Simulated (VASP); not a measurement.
Runs of VASP 6.6.1 on NaF. The structure is that of space group Fm-3m (No. 225), or close to it. The cells are those of the table. 

```tsv
level	cell	gap on the mesh (eV)	pressure (GPa)
PBE+D4	a = 3.293 Å, angles 60.0°, 2 atoms	6.22	(c)
PBE+D4	a = 3.308 Å, angles 60.0°, 2 atoms	6.15	-0.1
PBE+D3(BJ)	a = 3.316 Å, angles 60.0°, 2 atoms	6.11	-2.0
PBE+D3(BJ)	a = 3.273 Å, angles 60.0°, 2 atoms	6.32	-0.1
r2SCAN+rVV10	a = 3.210 Å, angles 60.0°, 2 atoms	7.45	0.4
PBE+D4	a = 3.352 Å, angles 60.0°, 2 atoms	5.95	-1.8
PBE+D3(BJ)	a = 3.251 Å, angles 60.0°, 2 atoms	6.43	(b)
RPBE+D4	a = 3.396 Å, angles 60.0°, 2 atoms	(a)	-0.9
```

Alike in all rows: task single point; potentials or basis VASP PAW PBE potentials, release 64 (Na_pv, F); no spin polarisation; k mesh 8 × 8 × 8; cutoff (eV) 520; smearing gaussian 0.05 eV.

Q: Fill in the values left out.

A: (a) 6.07; (b) 1.0; (c) 0.5.

Caveats: the PAW data sets were made with another functional, which shifts forces and pressure a little (some runs).

A k mesh can miss the band edges.
